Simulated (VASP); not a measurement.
Set up this calculation in VASP 6.6.1, as the native input.

```yaml
Task: density of states
Functional: PBEsol
Potentials_or_basis: VASP PAW PBE potentials, release 64 (W_sv)
Cutoff: 520 eV
k_mesh: 16 × 16 × 16
Occupations: fermi-dirac, width 0.1 eV
Spin: no spin polarisation
Dipole_correction: no
k_mesh_for_the_DOS: 24 × 24 × 24
Occupations_for_the_DOS: tetrahedron
Further_INCAR_settings: ALGO = Normal; EDIFF = 1e-07
```

The system is W.

```xyz
1
Lattice="2.6095 0.0000 0.0000 0.0000 2.6095 0.0000 0.0000 0.0000 2.6095" Properties=species:S:1:pos:R:3 pbc="T T T"
W     0.0000    0.0000    0.0000
```

These files were run (other wordings do the same):

POSCAR

```
W
1.0
    2.6095092410      0.0000000000      0.0000000000
    0.0000000000      2.6095092410      0.0000000000
    0.0000000000      0.0000000000      2.6095092410
W
1
Direct
    0.0000000000      0.0000000000      0.0000000000
```

INCAR.step1

```
SYSTEM = W
PREC     = Accurate       ! precision mode
ENCUT    = 520            ! plane-wave cutoff, eV
EDIFF    = 1E-7           ! SCF threshold, eV
ISMEAR   = -1             ! smearing method
SIGMA    = 0.1            ! smearing width, eV
LREAL    = .False.        ! projectors in reciprocal space
LASPH    = .True.         ! aspherical terms in the spheres
NELM     = 100            ! most SCF steps
ALGO     = Normal         ! electronic algorithm
ISIF     = 2              ! what is computed and relaxed
LWAVE    = .False.        ! write WAVECAR
LCHARG   = .True.         ! write CHGCAR
LMAXMIX  = 4              ! l up to which the mixer works
GGA      = PS             ! functional
NBANDS   = 13             ! bands
```

KPOINTS.step1

```
regular mesh
0
Gamma
  16 16 16
  0 0 0
```

INCAR.step2

```
SYSTEM = W
PREC     = Accurate       ! precision mode
ENCUT    = 520            ! plane-wave cutoff, eV
EDIFF    = 1E-7           ! SCF threshold, eV
ISMEAR   = -5             ! smearing method
SIGMA    = 0.1            ! smearing width, eV
LREAL    = .False.        ! projectors in reciprocal space
LASPH    = .True.         ! aspherical terms in the spheres
NELM     = 100            ! most SCF steps
ALGO     = Normal         ! electronic algorithm
ISIF     = 2              ! what is computed and relaxed
LWAVE    = .False.        ! write WAVECAR
LCHARG   = .False.        ! write CHGCAR
LMAXMIX  = 4              ! l up to which the mixer works
GGA      = PS             ! functional
LORBIT   = 11             ! projections on sites
NEDOS    = 2001           ! points of the DOS
ICHARG   = 11             ! starting density
```

KPOINTS.step2

```
regular mesh
0
Gamma
  24 24 24
  0 0 0
```

Potentials or basis: VASP PAW PBE potentials, release 64 (W_sv).

Launch:

```bash
$ cat potpaw_PBE.64/W_sv/POTCAR > POTCAR
$ cp INCAR.step1 INCAR
$ cp KPOINTS.step1 KPOINTS
$ mpirun -np 1 vasp_std > vasp.out
$ cp INCAR.step2 INCAR
$ cp KPOINTS.step2 KPOINTS
$ mpirun -np 1 vasp_std > vasp.out
```

It gave:

| Item | Value |
| --- | --- |
| Valence electrons inside the program's atomic spheres | W 12.19 |

Caveat: spin-orbit coupling is left out, which moves the levels of the heavy elements.

It took 34 s on 1 thread of Intel(R) Xeon(R) 6975P-C (Granite Rapids), with other jobs on the host, peak memory 0.2 GiB.
